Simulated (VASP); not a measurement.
GaP, 2 atoms in the cell. It takes space group I-4m2 (No. 119, tetragonal). Conventional cell: a = 3.854 Å, b = 3.854 Å, c = 5.287 Å, α = 90.00°, β = 90.00°, γ = 90.00°. Ga (site symmetry -4m2) has 4 P at 2.34 Å within 3.1 Å. P (site symmetry -4m2) has 4 Ga at 2.34 Å within 3.1 Å.  This cell differs from its parent crystal: zz strain of -3 %.

* Program: VASP 6.6.1
* Task: electric field gradients
* Functional: LDA
* Potentials or basis: VASP PAW LDA potentials, release 64 (Ga_d, P)
* Cutoff: 520 eV
* k mesh: 10 × 10 × 10
* Occupations: fermi-dirac, width 0.05 eV
* Spin: no spin polarisation
* Dipole correction: no
* Further INCAR settings: ALGO = Normal; EDIFF = 1e-08; NBANDS = 16

Potentials or basis: VASP PAW LDA potentials, release 64 (Ga_d, P).

The run is started by

```bash
$ cat potpaw_LDA.64/Ga_d/POTCAR potpaw_LDA.64/P/POTCAR > POTCAR
$ mpirun -np 1 vasp_std > vasp.out
```

Hardware: 1 thread of Intel(R) Xeon(R) Platinum 8375C CPU @ 2.90GHz (Ice Lake), on a shared host.

Question: How long does it take, and how much memory?

Answer: Run time: 77 s on 1 thread of Intel(R) Xeon(R) Platinum 8375C CPU @ 2.90GHz (Ice Lake) (shared host), peak memory 0.19 GiB. Counts: scf iterations 14, k points 102.
